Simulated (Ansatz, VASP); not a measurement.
## One calculation of TiPd, two programs

```
Ti Pd
1.0
     2.83797    0.00000    0.00000
     0.00000    2.83797    0.00000
     0.00000    0.00000    3.89771
Ti Pd
1 1
Direct
  0.00000 0.00000 0.00000
  0.50000 0.50000 0.50000
```

Alike in both runs: task single point; functional LDA; k mesh 8 × 8 × 6; occupations fermi-dirac, width 0.05 eV; no spin polarisation.

|  | VASP | Ansatz |
| --- | --- | --- |
| version | VASP 6.6.1 | Ansatz 0.2.0 |
| potentials or method | VASP PAW LDA potentials, release 64 (Ti_sv, Pd), cutoff 520 eV | plane waves, PAW |
| valence electrons in the cell | 22 | 30 |

|  | VASP | Ansatz | Ansatz less VASP |
| --- | --- | --- | --- |
| pressure (GPa) | -12.2 | -12.4 | -0.24 |
| traceless stress, the component that is largest in VASP (GPa) | -0.97 | -1.00 | -0.034 |

LDA's correlation is that of Perdew and Zunger in VASP and of Perdew and Wang (1992) in Ansatz. VASP's potentials hold 22 valence electrons a cell and Ansatz's 30, so a difference there can come from the potentials and not from the codes.
